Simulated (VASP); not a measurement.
Here is a VASP 6.6.1 calculation.

POSCAR

```
MgO
1.0
    2.6233491285      0.0000000000      0.0000000000
    0.0000000000      2.6233491285      0.0000000000
    0.0000000000      0.0000000000      2.6745044365
Mg O
1 1
Direct
    0.0000000000      0.0000000000      0.0000000000
    0.5000000000      0.5000000000      0.5000000000
```

Contents of INCAR.step1:

```
  ALGO = Normal
  EDIFF = 1E-5
  ENCUT = 520
  GGA = PE
  ISIF = 2
  ISMEAR = 0
  LASPH = T
  LREAL = F
  LWAVE = T
  NBANDS = 11
  NELM = 60
  PREC = Accurate
  SIGMA = 0.01
```

Contents of INCAR.step2:

```
  ALGO = Normal
  EDIFF = 1E-6
  ENCUT = 520
  GGA = PE
  HFSCREEN = 0.2079
  ISIF = 2
  ISMEAR = 0
  ISTART = 1
  LASPH = T
  LCHARG = T
  LELF = T
  LHFCALC = T
  LREAL = F
  LVHAR = T
  LWAVE = F
  NBANDS = 11
  NELM = 60
  PREC = Accurate
  PRECFOCK = Normal
  SIGMA = 0.01
```

KPOINTS

```
k-points
0
Gamma
  6 6 6
```

Potentials or basis: VASP PAW PBE potentials, release 64 (Mg, O).

The run is started by

```bash
$ cat potpaw_PBE.64/Mg/POTCAR potpaw_PBE.64/O/POTCAR > POTCAR
$ cp INCAR.step1 INCAR
$ mpirun -np 1 vasp_std > vasp.out
$ cp INCAR.step2 INCAR
$ mpirun -np 1 vasp_std > vasp.out
```

Q: Estimate the band gap on the k mesh.

A: 3.86 eV (least direct gap 4.91 eV).

Q: Predict the pressure.

A: -4.0 GPa.

Stress tensor (GPa, compression positive):
```
  0.27   0.00   0.00
  0.00   0.27   0.00
  0.00   0.00 -12.69
```

Caveat: the cell differs from its parent crystal (uniaxial z strain +1.9%); the stress differs along the axes, from -13 to 0 GPa; the structure was generated, so it needn't be the stable form of MgO; the PAW data sets were made with another functional, which shifts forces and pressure a little. A k mesh can miss the band edges.
